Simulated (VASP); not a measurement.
# C3O (Cmmm) in VASP: relaxation of cell and atoms with PBE+D3(BJ)

Aim: the relaxation of cell and atoms of C3O with PBE+D3(BJ).

All numbers are computed with VASP 6.6.1; they aren't measurements. Logs are shortened: lines on timing, memory, paths and dates and some standing lists are left out, and cuts for length are marked.

**1. The cell of the first run**

Symmetry: Cmmm, No. 65, orthorhombic system. The conventional cell has a = 2.901 Å, b = 4.030 Å, c = 7.962 Å, α = 90.00°, β = 90.00°, γ = 90.00°. Within 3.2 Å of C (site symmetry mm2) lie 10 C at 2.41 to 2.90 Å and 4 O at 2.51 to 2.88 Å. Within 3.2 Å of C (site symmetry mmm) lie 14 C at 2.41 to 2.90 Å. Within 3.3 Å of O (site symmetry mmm) lie 6 O at 2.48 to 2.90 Å and 8 C at 2.51 to 2.88 Å.

The cell was generated, and may not be a known phase.

**2. Relaxation of cell and atoms, PBE+D3(BJ), collinear spin, ferromagnetic start**

Input file INCAR:

```
PREC     = Accurate       # precision mode
ENCUT    = 600            # plane-wave cutoff, eV
EDIFF    = 1E-6           # SCF threshold, eV
ISMEAR   = 0              # smearing method
SIGMA    = 0.1            # smearing width, eV
LREAL    = False          # projectors in reciprocal space
LASPH    = True           # aspherical terms in the spheres
NELM     = 150            # most SCF steps
ALGO     = Normal         # electronic algorithm
ISIF     = 3              # what is computed and relaxed
LWAVE    = False          # write WAVECAR
LCHARG   = False          # write CHGCAR
ISPIN    = 2              # spin polarisation
MAGMOM   = 1 1 1 1        # initial moments
LORBIT   = 11             # projections on sites
GGA      = PE             # functional
IVDW     = 12             # dispersion correction
IBRION   = 2              # ionic algorithm
NSW      = 90             # ionic steps
EDIFFG   = -0.04          # ionic threshold
```

Input file KPOINTS:

```
regular mesh
0
Gamma
  8 8 2
```

Input file POSCAR:

```
C3O
1.0
    1.4505693300     -2.0148353900      0.0000000000
    1.4505693300      2.0148353900      0.0000000000
    0.0000000000      0.0000000000      7.9618748400
C O
3 1
Direct
    0.5000000000      0.5000000000      0.7422130100
    0.0000000000      0.0000000000      0.5000000000
    0.5000000000      0.5000000000      0.2577869900
    0.0000000000      0.0000000000      0.0000000000
```

Potentials or basis: VASP PAW PBE potentials, release 64 (C, O).

The run is started by

```
cat potpaw_PBE.64/C/POTCAR potpaw_PBE.64/O/POTCAR > POTCAR
mpirun -np 1 vasp_std > vasp.out
```

OUTCAR:

```text
PREC = Accurate
   ENCUT = 600
   EDIFF = 1E-6
   ISMEAR = 0
   LREAL = False
   LASPH = True
   NELM = 150
   ISIF = 3
   ISPIN = 2
   LORBIT = 11
   GGA = PE
   IVDW = 12
   IBRION = 2
   NSW = 90
   EDIFFG = -0.04
 IVDW          = 12

 ion  position               nearest neighbor table
   1  0.500  0.500  0.742-
   2  0.000  0.000  0.500-
   3  0.500  0.500  0.258-
   4  0.000  0.000  0.000-

  LATTYP: Found a base centered orthorhombic cell.
 ALAT       =     2.9011386600
 B/A-ratio  =     1.3889962709
 C/A-ratio  =     2.7443965191

  Lattice vectors:

 A1 = (   1.4505693300,  -2.0148353900,   0.0000000000)
 A2 = (   1.4505693300,   2.0148353900,   0.0000000000)
 A3 = (   0.0000000000,   0.0000000000,   7.9618748400)

Analysis of symmetry for initial positions (statically):
=====================================================================
 Subroutine PRICEL returns:
 Original cell was already a primitive cell.

 Routine SETGRP: Setting up the symmetry group for a
 base centered orthorhombic supercell.

 Subroutine GETGRP returns: Found  8 space group operations
 (whereof  8 operations were pure point group operations)
 out of a pool of  8 trial point group operations.

The static configuration has the point symmetry D_2h.

Analysis of symmetry for dynamics (positions and initial velocities):
=====================================================================
 Subroutine PRICEL returns:
 Original cell was already a primitive cell.

 Routine SETGRP: Setting up the symmetry group for a
 base centered orthorhombic supercell.

 Subroutine GETGRP returns: Found  8 space group operations
 (whereof  8 operations were pure point group operations)
 out of a pool of  8 trial point group operations.

The dynamic configuration has the point symmetry D_2h.

Analysis of structural, dynamic, and magnetic symmetry:
=====================================================================
 Subroutine PRICEL returns:
 Original cell was already a primitive cell.

 Routine SETGRP: Setting up the symmetry group for a
 base centered orthorhombic supercell.

 Subroutine GETGRP returns: Found  8 space group operations
 (whereof  8 operations were pure point group operations)
 out of a pool of  8 trial point group operations.

The overall configuration has the point symmetry D_2h.

 Subroutine INISYM returns: Found  8 space group operations
[... 102 lines left out ...]
   LREAL  =      F    real-space projection
   EDIFFG = -.4E-01   stopping-criterion for IOM
   NSW    =     90    number of steps for IOM
   IBRION =      2    ionic relax: 0-MD 1-quasi-New 2-CG
   NFREE  =      1    steps in history (QN), initial steepest desc. (CG)
   ISIF   =      3    stress and relaxation
   ISYM   =      2    0-nonsym 1-usesym 2-fastsym
   POTIM  = 0.5000    time-step for ionic-motion
   TEBEG  =    0.0;   TEEND  =   0.0 temperature during run
   PSTRESS=    0.0 pullay stress
   NELECT =      18.0000    total number of electrons
   NUPDOWN=      -1.0000    fix difference up-down
   EMIN   =  10.00;   EMAX   =-10.00  energy-range for DOS
   EFERMI =   0.00;   METHOD = LEGACY
   ISMEAR =     0;   SIGMA  =   0.10  broadening in eV -4-tet -1-fermi 0-gaus
   EFERMI_NEDOS =   21; number of points for ismear=-14 and -15
   IALGO  =     38    algorithm
   IMIX   =      4    mixing-type and parameters
     AMIX     =   0.40;   BMIX     =  1.00
     AMIX_MAG =   1.60;   BMIX_MAG =  1.00
  volume/ion in A,a.u.               =      11.63        78.52
  Fermi-wavevector in a.u.,A,eV,Ry     =   1.192773  2.254014 19.357116  1.422708
  Thomas-Fermi vector in A             =   2.328803
   LORBIT       =     11    0 simple, 1 ext, 2 COOP (PROOUT), +10 PAW based schemes
   GGA     = PE    functional components
   LHFCALC =     F    Hartree Fock is set to
   AEXX    =    0.0000 exact exchange contribution
   IVDW    =    12    specifies the selected vdW correction
   LEPSILON=     F    determine dielectric tensor
   LRPA    =     F    only Hartree local field effects (RPA)
 conjugate gradient relaxation of ions
 spin polarized calculation
 Gauss-broadening in eV      SIGMA  =   0.10
  energy-cutoff  :      600.00
  volume of cell :       46.54
 maximum number of plane-waves:      1574
   NGX =  9   NGY =  9   NGZ = 31

--------------------------------------- Ionic step        1  -------------------------------------------

 number of electron      18.0000001 magnetization       1.4038303

 Free energy of the ion-electron system (eV)
  ---------------------------------------------------
  ext. energy  EPLUGINS =         0.00000000
  ---------------------------------------------------
  free energy    TOTEN  =       -15.13263448 eV

  energy without entropy =      -15.11990790  energy(sigma->0) =      -15.12627119

 E-fermi :   1.5012     XC(G=0): -10.3786

 val. band max:        1.4598950419   @ k =   0.3750   0.2500   0.5000
 cond. band min:       1.5024336618   @ k =   0.2500   0.0000   0.5000
 fundamental gap:      0.0425386199
 Fermi energy:         1.5011732840
[... 1859 lines left out ...]
      4      -0.4120      1.00000
      5       2.3983      1.00000
      6       3.1214      1.00000
      7       3.5272      1.00000
      8       7.7485      1.00000
      9      12.5244      0.00000
     10      12.5602      0.00000
     11      13.2047      0.00000
     12      13.5117      0.00000
     13      21.2614      0.00000
     14      22.5116      0.00000
     15      25.7790      0.00000

 [... further k-points ...]

[... ionic steps 4 to 26 ...]

--------------------------------------- Ionic step       27  -------------------------------------------

 number of electron      18.0000004 magnetization       0.0000001

 number of electron      18.0000004 magnetization      -0.0000002
[... 83 lines left out ...]
--------------------------------------- Ionic step       29  -------------------------------------------

 number of electron      18.0000004 magnetization      -0.0000000

 Free energy of the ion-electron system (eV)
  ---------------------------------------------------
  ext. energy  EPLUGINS =         0.00000000
  ---------------------------------------------------
  free energy    TOTEN  =       -24.00734767 eV

  energy without entropy =      -24.00366403  energy(sigma->0) =      -24.00550585

 E-fermi :   5.7673     XC(G=0): -11.6851

 val. band max:        5.7606831069   @ k =  -0.3750   0.1250   0.0000
 cond. band min:       6.1148751767   @ k =  -0.1250   0.1250   0.0000
 fundamental gap:      0.3541920698
 Fermi energy:         5.7672837216
[... 905 lines left out ...]
  FREE ENERGIE OF THE ION-ELECTRON SYSTEM (eV)
  ---------------------------------------------------
  free  energy   TOTEN  =       -24.5141259360 eV

  energy  without entropy=      -24.5104423027  energy(sigma->0) =      -24.51228412

 reached required accuracy - stopping structural energy minimisation

 total charge

# of ion       s       p       d       tot
------------------------------------------
    1        0.930   1.328   0.000   2.258
    2        0.853   1.680   0.000   2.532
    3        0.930   1.328   0.000   2.258
    4        1.620   3.259   0.000   4.880
--------------------------------------------------
tot          4.334   7.594   0.000  11.929

 magnetization (x)

# of ion       s       p       d       tot
------------------------------------------
    1       -0.000   0.000   0.000   0.000
    2       -0.000  -0.000   0.000  -0.000
    3       -0.000   0.000   0.000   0.000
    4       -0.000   0.000   0.000   0.000
--------------------------------------------------
tot         -0.000   0.000   0.000   0.000
```

OSZICAR:

```text
N       E                     dE             d eps       ncg     rms          rms(c)
DAV:   1     0.459663574756E+02    0.45966E+02   -0.94431E+03  2520   0.122E+03
DAV:   2    -0.134509761776E+02   -0.59417E+02   -0.54608E+02  3563   0.180E+02
[... 289 lines left out ...]
       N       E                     dE             d eps       ncg     rms          rms(c)
DAV:   1    -0.240075070847E+02   -0.68426E-03   -0.75532E-03  2520   0.693E-01    0.692E-02
DAV:   2    -0.240073910935E+02    0.11599E-03   -0.21196E-04  3164   0.134E-01    0.321E-02
DAV:   3    -0.240073579953E+02    0.33098E-04   -0.40774E-05  3280   0.652E-02    0.177E-02
DAV:   4    -0.240073478049E+02    0.10190E-04   -0.32804E-05  3164   0.406E-02    0.389E-03
DAV:   5    -0.240073476654E+02    0.13953E-06   -0.69937E-07  1636   0.724E-03
  29 F= -.24514126E+02 E0= -.24512284E+02  d E =-.434579E-03  mag=     0.0000
```

CONTCAR:

```text
C3O
   1.00000000000000
     1.1564243357052788   -2.7929778782859214    0.0000000000000000
     1.1564243357052795    2.7929778782859209    0.0000000000000000
     0.0000000000000000    0.0000000000000000    4.7266835381595582
  C               O
     3     1
Direct
     0.5000000000000000    0.5000000000000000    0.7128312635245704
     0.0000000000000000    0.0000000000000000    0.5000000000000000
     0.5000000000000000    0.5000000000000000    0.2871687364754301
     0.0000000000000000    0.0000000000000000    1.0000000000000000

  0.00000000E+00  0.00000000E+00  0.00000000E+00
  0.00000000E+00  0.00000000E+00  0.00000000E+00
  0.00000000E+00  0.00000000E+00  0.00000000E+00
  0.00000000E+00  0.00000000E+00  0.00000000E+00
```

It took 16 min on 1 thread of AMD EPYC 9R14 (Zen 4), shared host; peak memory 0.2 GiB.

What came out:

* Free energy: -24.5141 eV
* Relaxed volume: 7.63 Å³/atom
* Relaxed cell: a = 3.023 Å, b = 3.023 Å, c = 4.727 Å, α = 90.00°, β = 90.00°, γ = 135.02°
* Space group after relaxing (to 0.1 Å): Cmmm (No. 65)
* Pressure after relaxing: 0.1 GPa
* Largest force after relaxing: 0.030 eV/Å
* Band gap on the k mesh: zero (filled and empty bands overlap)
* Net moment: 0.00 μB per cell
* Valence electrons inside the program's atomic spheres: C 2.26, 2.53 (each value once); O 4.88
* Dispersion energy per atom: -0.127 eV

Forces in eV/Å, atoms in the order of the input:
```
C    0.000  0.000 -0.030
C    0.000  0.000  0.000
C    0.000  0.000  0.030
O    0.000  0.000  0.000
```

Final structure:
```
C O
1.0
     1.15642   -2.79298    0.00000
     1.15642    2.79298    0.00000
     0.00000    0.00000    4.72668
C O
3 1
Direct
  0.50000 0.50000 0.71283
  0.00000 0.00000 0.50000
  0.50000 0.50000 0.28717
  0.00000 0.00000 0.00000
```

Caveat: the k points lie up to 0.66 Å⁻¹ apart in the final cell, too coarse for converged energies and pressures of a metal; the volume moved by over 15 % at a fixed basis, so the end points are rough.

The gap in the log of VASP goes by the Fermi energy; the results here count the filled bands.